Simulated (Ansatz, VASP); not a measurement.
# One calculation of TiSe, two programs

The input INCAR:

```
SYSTEM = TiSe
PREC     = Accurate       ! precision mode
ENCUT    = 520            ! plane-wave cutoff, eV
EDIFF    = 1E-6           ! SCF threshold, eV
ISMEAR   = 0              ! smearing method
SIGMA    = 0.05           ! smearing width, eV
LREAL    = .False.        ! projectors in reciprocal space
LASPH    = .True.         ! aspherical terms in the spheres
NELM     = 150            ! most SCF steps
ALGO     = Normal         ! electronic algorithm
ISIF     = 2              ! what is computed and relaxed
LWAVE    = .False.        ! write WAVECAR
LCHARG   = .False.        ! write CHGCAR
ISPIN    = 2              ! spin polarisation
MAGMOM   = 0.79 0         ! initial moments
LORBIT   = 11             ! projections on sites
LMAXMIX  = 4              ! l up to which the mixer works
GGA      = PS             ! functional
NBANDS   = 20             ! bands
```

The input KPOINTS:

```
regular mesh
0
Gamma
  10 10 10
  0 0 0
```

Contents of POSCAR:

```
TiSe
1.0
    0.0000000000      2.8694557670      2.8694557670
    2.8694557670      0.0000000000      2.8694557670
    2.8694557670      2.8694557670      0.0000000000
Ti Se
1 1
Direct
    0.0000000000      0.0000000000      0.0000000000
    0.2500000000      0.2500000000      0.2500000000
```

Input for Ansatz:

```yaml
crystal:
  lattice:
    - [0.0, 2.869455767, 2.869455767]
    - [2.869455767, 0.0, 2.869455767]
    - [2.869455767, 2.869455767, 0.0]
  atoms:
    - { symbol: Ti, position: [0.0, 0.0, 0.0], spin: 0.79 }
    - { symbol: Se, position: [0.25, 0.25, 0.25] }
basis:
  ecutwfc: 420
  ecutrho_ratio: 4
kpoints:
  mp_grid: { grid: [10, 10, 10] }
hamiltonian:
  xc: pbesol
scf:
  occupations: { method: gaussian, width: 0.05 }
output:
  forces: true
  stress: true
  eigenvalues: true
  populations: true
magnetization:
  spin_polarized: true
```

Alike in both runs: task single point; functional PBEsol; k mesh 10 × 10 × 10; occupations gaussian, width 0.05 eV; collinear spin.

```csv
,VASP,Ansatz
version,VASP 6.6.1,Ansatz 0.2.0
potentials or method,"VASP PAW PBE potentials, release 64 (Ti_sv, Se), cutoff 520 eV","scalar-relativistic, plane waves, PAW"
valence electrons in the cell,18,28
```

Ansatz gave:

```
gap on the k mesh at the Fermi level (eV)                     : none
pressure (GPa)                                                : -1.3
net moment per atom (μB)                                      : 0.52
size of the moment on the site where the two differ most (μB) : 0.79
```

**Question.** What did VASP give for the same quantities?

**Answer.** gap on the k mesh at the Fermi level (eV): none; pressure (GPa): -1.1; net moment per atom (μB): 0.52; size of the moment on the site where the two differ most (μB): 0.86.

VASP's potentials were made for PBE, not for PBEsol. Site moments also hang on the region over which each program counts them. A gap of «none» marks a metal or a gap that the smearing closes. VASP's potentials hold 18 valence electrons a cell and Ansatz's 28, so a difference there can come from the potentials and not from the codes.
